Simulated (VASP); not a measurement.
# Cu (Fm-3m) in VASP: notebook, part 2 of 2

VASP 6.6.1. The steps go on from the part before.

### Step 3. Relaxation of cell and atoms, RPBE

This run uses another cell than the first one, of 12.38 Å³/atom, 1.019 times its volume.

INCAR reads:

```
SYSTEM = Cu
  PREC = Accurate
  ENCUT = 600
  EDIFF = 1E-6
  ISMEAR = -1
  SIGMA = 0.15
  LREAL = .FALSE.
  LASPH = .TRUE.
  NELM = 100
  ALGO = Normal
  ISIF = 3
  LWAVE = .FALSE.
  LCHARG = .FALSE.
  GGA = RP
  IBRION = 2
  NSW = 80
  EDIFFG = -0.001
```

KPOINTS reads:

```
Automatic mesh
0
G
  16 16 16
  0 0 0
```

POSCAR reads:

```
Cu
1.0
    0.0000000000      1.8362773660      1.8362773660
    1.8362773660      0.0000000000      1.8362773660
    1.8362773660      1.8362773660      0.0000000000
Cu
1
Direct
    0.0000000000      0.0000000000      0.0000000000
```

Potentials or basis: VASP PAW PBE potentials, release 64 (Cu).

Launch:

```console
> cat potpaw_PBE.64/Cu/POTCAR > POTCAR
> mpirun -np 1 vasp_std > vasp.out
```

OUTCAR:

```text
SYSTEM = Cu
   PREC = Accurate
   ENCUT = 600
   EDIFF = 1E-6
   ISMEAR = -1
   LREAL = .FALSE.
   LASPH = .TRUE.
   NELM = 100
   ISIF = 3
   GGA = RP
   IBRION = 2
   NSW = 80
   EDIFFG = -0.001

 ion  position               nearest neighbor table
   1  0.000  0.000  0.000-

  LATTYP: Found a face centered cubic cell.
 ALAT       =     3.6725547320

  Lattice vectors:

 A1 = (   0.0000000000,   1.8362773660,   1.8362773660)
 A2 = (   1.8362773660,   0.0000000000,   1.8362773660)
 A3 = (   1.8362773660,   1.8362773660,   0.0000000000)

Analysis of symmetry for initial positions (statically):
=====================================================================
 Subroutine PRICEL returns:
 Original cell was already a primitive cell.

 Routine SETGRP: Setting up the symmetry group for a
 face centered cubic supercell.

 Subroutine GETGRP returns: Found 48 space group operations
 (whereof 48 operations were pure point group operations)
 out of a pool of 48 trial point group operations.

The static configuration has the point symmetry O_h .

Analysis of symmetry for dynamics (positions and initial velocities):
=====================================================================
 Subroutine PRICEL returns:
 Original cell was already a primitive cell.

 Routine SETGRP: Setting up the symmetry group for a
 face centered cubic supercell.

 Subroutine GETGRP returns: Found 48 space group operations
 (whereof 48 operations were pure point group operations)
 out of a pool of 48 trial point group operations.

The dynamic configuration has the point symmetry O_h .

 Subroutine INISYM returns: Found 48 space group operations
 (whereof 48 operations are pure point group operations),
 and found     1 'primitive' translations

----------------------------------------------------------------------------------------

                                     Primitive cell

  volume of cell :      12.3835

  direct lattice vectors                    reciprocal lattice vectors
     0.000000000  1.836277366  1.836277366    -0.272290020  0.272290020  0.272290020
     1.836277366  0.000000000  1.836277366     0.272290020 -0.272290020  0.272290020
     1.836277366  1.836277366  0.000000000     0.272290020  0.272290020 -0.272290020

  length of vectors
     2.596888355  2.596888355  2.596888355     0.471620148  0.471620148  0.471620148

  position of ions in fractional coordinates (direct lattice)
     0.000000000  0.000000000  0.000000000

  ion indices of the primitive-cell ions
   primitive index   ion index
                 1           1

----------------------------------------------------------------------------------------

 KPOINTS: Automatic mesh

Automatic generation of k-mesh.
 Grid dimensions read from file:
 generate k-points for:   16   16   16

 Generating k-lattice:

  Cartesian coordinates                     Fractional coordinates (reciprocal lattice)
[... 21 lines left out ...]
  0.250000  0.000000  0.000000      8.000000
  0.312500  0.000000  0.000000      8.000000
[... 16 lines left out ...]
 -0.125000  0.062500  0.000000     24.000000
 -0.062500  0.062500  0.000000     12.000000
 [... further k-points ...]
   k-points           NKPTS =    145   k-points in BZ     NKDIM =    145   number of bands    NBANDS=      9
   number of dos      NEDOS =    301   number of ions     NIONS =      1
   total plane-waves  NPLWV =  13824
   dimension x,y,z NGX =    24 NGY =   24 NGZ =   24
   dimension x,y,z NGXF=    48 NGYF=   48 NGZF=   48
   ions per type =               1
   NGX,Y,Z   is equivalent  to a cutoff of  15.36, 15.36, 15.36 a.u.
   NGXF,Y,Z  is equivalent  to a cutoff of  30.73, 30.73, 30.73 a.u.
 SYSTEM =  Cu
   PREC   = accura    normal or accurate (medium, high low for compatibility)
   ISTART =      0    job   : 0-new  1-cont  2-samecut
   ICHARG =      2    charge: 1-file 2-atom 10-const
   ISPIN  =      1    spin polarized calculation?
   LNONCOLLINEAR =      F non collinear calculations
   LSORBIT =      F    spin-orbit coupling
   LASPH  =      T    aspherical Exc in radial PAW
   ENCUT  =  600.0 eV  44.10 Ry    6.64 a.u.   5.19  5.19  5.19*2*pi/ulx,y,z
   NELM   =    100;   NELMIN=  2; NELMDL= -5     # of ELM steps
   EDIFF  = 0.1E-05   stopping-criterion for ELM
   LREAL  =      F    real-space projection
   EDIFFG = -.1E-02   stopping-criterion for IOM
   NSW    =     80    number of steps for IOM
   IBRION =      2    ionic relax: 0-MD 1-quasi-New 2-CG
   NFREE  =      1    steps in history (QN), initial steepest desc. (CG)
   ISIF   =      3    stress and relaxation
   ISYM   =      2    0-nonsym 1-usesym 2-fastsym
   POTIM  = 0.5000    time-step for ionic-motion
   TEBEG  =    0.0;   TEEND  =   0.0 temperature during run
   PSTRESS=    0.0 pullay stress
   NELECT =      11.0000    total number of electrons
   NUPDOWN=      -1.0000    fix difference up-down
   EMIN   =  10.00;   EMAX   =-10.00  energy-range for DOS
   EFERMI =   0.00;   METHOD = LEGACY
   ISMEAR =    -1;   SIGMA  =   0.15  broadening in eV -4-tet -1-fermi 0-gaus
   EFERMI_NEDOS =   21; number of points for ismear=-14 and -15
   IALGO  =     38    algorithm
   IMIX   =      4    mixing-type and parameters
     AMIX     =   0.40;   BMIX     =  1.00
     AMIX_MAG =   1.60;   BMIX_MAG =  1.00
  volume/ion in A,a.u.               =      12.38        83.57
  Fermi-wavevector in a.u.,A,eV,Ry     =   1.573708  2.973877 33.695596  2.476556
  Thomas-Fermi vector in A             =   2.674952
   LORBIT       =      0    0 simple, 1 ext, 2 COOP (PROOUT), +10 PAW based schemes
   GGA     = RP    functional components
   LHFCALC =     F    Hartree Fock is set to
   AEXX    =    0.0000 exact exchange contribution
   IVDW    =     0    specifies the selected vdW correction
   LEPSILON=     F    determine dielectric tensor
   LRPA    =     F    only Hartree local field effects (RPA)
 conjugate gradient relaxation of ions
 non-spin polarized calculation
  energy-cutoff  :      600.00
  volume of cell :       12.38
 maximum number of plane-waves:       428
 NGX is ok and might be reduce to    24
   NGX = 11   NGY = 11   NGZ = 11

--------------------------------------- Ionic step        1  -------------------------------------------

 number of electron      11.0000002 magnetization

 Free energy of the ion-electron system (eV)
  ---------------------------------------------------
  ext. energy  EPLUGINS =         0.00000000
  ---------------------------------------------------
  free energy    TOTEN  =        -3.26712507 eV

  energy without entropy =       -3.24435890  energy(sigma->0) =       -3.25574198

------------------------ aborting loop because EDIFF is reached ----------------------------------------

  FORCE on cell =-STRESS in cart. coord.  units (eV):
  Direction    XX          YY          ZZ          XY          YZ          ZX
  --------------------------------------------------------------------------------------
  -------------------------------------------------------------------------------------
  Total        0.0605350      0.0605350      0.0605350      0.0000000     -0.0000000      0.0000000
  in kB        7.8319941      7.8319941      7.8319941      0.0000000     -0.0000000      0.0000000
  external PRESSURE =       7.8319941 kB  Pullay stress =       0.0000000 kB
[... 57 lines left out ...]
--------------------------------------- Ionic step        3  -------------------------------------------

 number of electron      11.0000003 magnetization

 Free energy of the ion-electron system (eV)
  ---------------------------------------------------
  ext. energy  EPLUGINS =         0.00000000
  ---------------------------------------------------
  free energy    TOTEN  =        -3.26731252 eV

  energy without entropy =       -3.24449051  energy(sigma->0) =       -3.25590152

 E-fermi :   7.0894     XC(G=0): -12.2801

 val. band max:        7.0804714977   @ k =   0.5000   0.3125   0.1250
 cond. band min:       7.2402167275   @ k =   0.5000   0.1250   0.0000
 fundamental gap:      0.1597452298
 Fermi energy:         7.0894425592

 k-point     1 :       0.0000    0.0000    0.0000
  band No.  band energies     occupation
      1      -1.8460      2.00000
      2       4.2280      2.00000
      3       4.2280      2.00000
      4       4.2280      2.00000
      5       4.9804      2.00000
      6       4.9804      2.00000
      7      29.1967      0.00000
      8      31.5295      0.00000
      9      31.5295      0.00000
[... 265 lines left out ...]
 k-point    24 :      -0.0625    0.0625    0.0000
  band No.  band energies     occupation
      1      -1.4827      2.00000
      2       4.1500      2.00000
      3       4.2885      2.00000
      4       4.3009      2.00000
      5       4.9231      2.00000
      6       4.9929      2.00000
      7      27.1515      0.00000
      8      28.1191      0.00000
      9      30.7269      0.00000

 [... further k-points ...]
[... 5 lines left out ...]
  --------------------------------------------------------------------------------------
  -------------------------------------------------------------------------------------
  Total        0.0003937      0.0003937      0.0003937      0.0000000      0.0000000     -0.0000000
  in kB        0.0506108      0.0506108      0.0506108      0.0000000      0.0000000     -0.0000000
  external PRESSURE =       0.0506108 kB  Pullay stress =       0.0000000 kB
[... 16 lines left out ...]
  FREE ENERGIE OF THE ION-ELECTRON SYSTEM (eV)
  ---------------------------------------------------
  free  energy   TOTEN  =        -3.2673125237 eV

  energy  without entropy=       -3.2444905111  energy(sigma->0) =       -3.25590152

 reached required accuracy - stopping structural energy minimisation
```

OSZICAR:

```text
N       E                     dE             d eps       ncg     rms          rms(c)
DAV:   1     0.398878216905E+02    0.39888E+02   -0.62053E+03  2650   0.227E+03
DAV:   2    -0.355359765784E+01   -0.43441E+02   -0.41488E+02  2637   0.205E+02
DAV:   3    -0.405091840450E+01   -0.49732E+00   -0.49509E+00  3018   0.316E+01
DAV:   4    -0.405505294757E+01   -0.41345E-02   -0.41336E-02  3306   0.267E+00
[... 17 lines left out ...]
DAV:   1    -0.326871817169E+01   -0.14354E-02   -0.26429E-02  2737   0.421E+00    0.314E-01
DAV:   2    -0.326787650568E+01    0.84167E-03   -0.23598E-02  2731   0.348E+00    0.142E-01
DAV:   3    -0.326734812391E+01    0.52838E-03   -0.41136E-03  2705   0.149E+00    0.434E-02
DAV:   4    -0.326731269091E+01    0.35433E-04   -0.45952E-05  3544   0.835E-02    0.120E-03
DAV:   5    -0.326731252368E+01    0.16723E-06   -0.21280E-07  1553   0.749E-03
   3 F= -.32673125E+01 E0= -.32559015E+01  d E =-.187457E-03
```

CONTCAR:

```text
Cu
   1.00000000000000
     0.0000000000000000    1.8401785091847558    1.8401785091847558
     1.8401785091847558   -0.0000000000000000    1.8401785091847558
     1.8401785091847558    1.8401785091847558   -0.0000000000000000
  Cu
     1
Direct
     0.0000000000000000    0.0000000000000000    0.0000000000000000

  0.00000000E+00  0.00000000E+00  0.00000000E+00
```

It took 100 s on 1 thread of AMD EPYC 7R13, shared host; peak memory 0.13 GiB.

Results:

* Free energy: -3.2673 eV
* Relaxed volume: 12.46 Å³/atom
* Relaxed cell: a = 2.602 Å, b = 2.602 Å, c = 2.602 Å, α = 60.00°, β = 60.00°, γ = 60.00°
* Space group after relaxing (to 0.05 Å): Fm-3m (No. 225)
* Energy gained by relaxing: 0.2 meV/atom
* Ionic steps: 3
* Pressure after relaxing: 0.0 GPa

Step by step:
```csv
step,energy change (eV),largest force (eV/Å),pressure (GPa),volume (Å³)
1,0.0000,0.0000,0.78,12.38
2,-0.0002,0.0000,-0.19,12.49
3,-0.0002,0.0000,0.01,12.46
```

Final structure:
```
Cu
1.0
     0.00000    1.84018    1.84018
     1.84018    0.00000    1.84018
     1.84018    1.84018    0.00000
Cu
1
Direct
  0.00000 0.00000 0.00000
```

Caveat: the PAW data sets were made with another functional, which shifts forces and pressure a little. RPBE and its kin give volumes clearly too large for solids.
